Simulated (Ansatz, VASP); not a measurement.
# Al in VASP and in Ansatz

File INCAR:

```
PREC = Accurate ; ENCUT = 500
EDIFF = 1E-6 ; ISMEAR = -1
SIGMA = 0.15 ; LREAL = F
LASPH = T ; NELM = 120
ALGO = Normal ; ISIF = 2
LWAVE = F ; LCHARG = F
GGA = B5 ; ALDAX = 1.0
AGGAX = 1.0 ; AGGAC = 1.0
ALDAC = 0.0 ; NBANDS = 14
GGA_COMPAT = F
```

Contents of KPOINTS:

```
Automatic mesh
0
Gamma
  9 9 2
```

Contents of POSCAR:

```
Al
1.0
    2.8270770200      0.0000000000      0.0000000000
   -1.4135385100      2.4483205200      0.0000000000
    0.0000000000      0.0000000000      9.1859930700
Al
4
Direct
    0.0000000000      0.0000000000      0.0000000000
    0.3333333300      0.6666666700      0.2500000000
    0.0000000000      0.0000000000      0.5000000000
    0.6666666700      0.3333333300      0.7500000000
```

Input for Ansatz:

```yaml
crystal:
  lattice:
    - [2.82707702, 0.0, 0.0]
    - [-1.41353851, 2.44832052, 0.0]
    - [0.0, 0.0, 9.18599307]
  atoms:
    - { symbol: Al, position: [0.0, 0.0, 0.0] }
    - { symbol: Al, position: [0.33333333, 0.66666667, 0.25] }
    - { symbol: Al, position: [0.0, 0.0, 0.5] }
    - { symbol: Al, position: [0.66666667, 0.33333333, 0.75] }
basis:
  ecutwfc: 462.593566181796
kpoints:
  mp_grid:
    grid: [9, 9, 2]
hamiltonian:
  xc: blyp
scf:
  occupations:
    method: fermi_dirac
    width: 0.15
output:
  stress: true
```

Alike in both runs: task single point; functional BLYP; k mesh 9 × 9 × 2; occupations fermi-dirac, width 0.15 eV; no spin polarisation.

```csv
,VASP,Ansatz
version,VASP 6.6.1,Ansatz 0.2.0
potentials or method,"VASP PAW PBE potentials, release 64 (Al), cutoff 500 eV","plane waves, PAW"
valence electrons in the cell,12,12
```

|  | VASP | Ansatz | Ansatz less VASP |
| --- | --- | --- | --- |
| pressure (GPa) | 7.2 | 7.0 | -0.16 |
| traceless stress, the component that is largest in VASP (GPa) | 0.42 | 0.43 | +0.005 |

VASP's potentials were made for PBE, not for BLYP. With one functional, cell and mesh, what is left measures potentials, basis and numerics.
